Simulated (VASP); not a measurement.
TiCo:

```
Ti Co
1.0
     2.98611    0.00000    0.00000
     0.00000    2.98611    0.00000
     0.00000    0.00000    2.98611
Ti Co
1 1
Direct
  0.00000 0.00000 0.00000
  0.50000 0.50000 0.50000
```

Base run:

```yaml
Program: VASP 6.6.1
Functional: PBE
Potentials_or_basis: VASP PAW PBE potentials, release 64 (Ti_sv, Co)
Cutoff: 600 eV
k_mesh: 6 × 6 × 6
Occupations: gaussian, width 0.1 eV
Spin: collinear spin, ferromagnetic start
Starting_moments: "[0.0, 0.6] μB"
```

Its results: pressure -2.3 GPa; net moment 0.37 μB per cell; site moments Ti -0.09; Co +0.51 μB.

Question: After a change of settings the same cell gave: pressure 0.9 GPa; net moment 0.40 μB per cell; site moments Ti -0.10; Co +0.56 μB. Which change was it?
A. functional from PBE to revPBE; cutoff from 600 eV to 520 eV; further incar settings from ALGO = Normal; EDIFF = 1e-06; NBANDS = 22 to ALGO = Fast; EDIFF = 1e-06; NBANDS = 22
B. k mesh from 6 × 6 × 6 to 4 × 4 × 4; hubbard terms from none to Ti d U = 3.1 eV, J = 0.98 eV
C. functional from PBE to r2SCAN; cutoff from 600 eV to 520 eV; occupations from gaussian, width 0.1 eV to fermi-dirac, width 0.136057 eV
D. cutoff from 600 eV to 520 eV; k mesh from 6 × 6 × 6 to 7 × 7 × 7

Answer: A.

Caveats: the PAW data sets were made with another functional, which shifts forces and pressure a little (some runs).
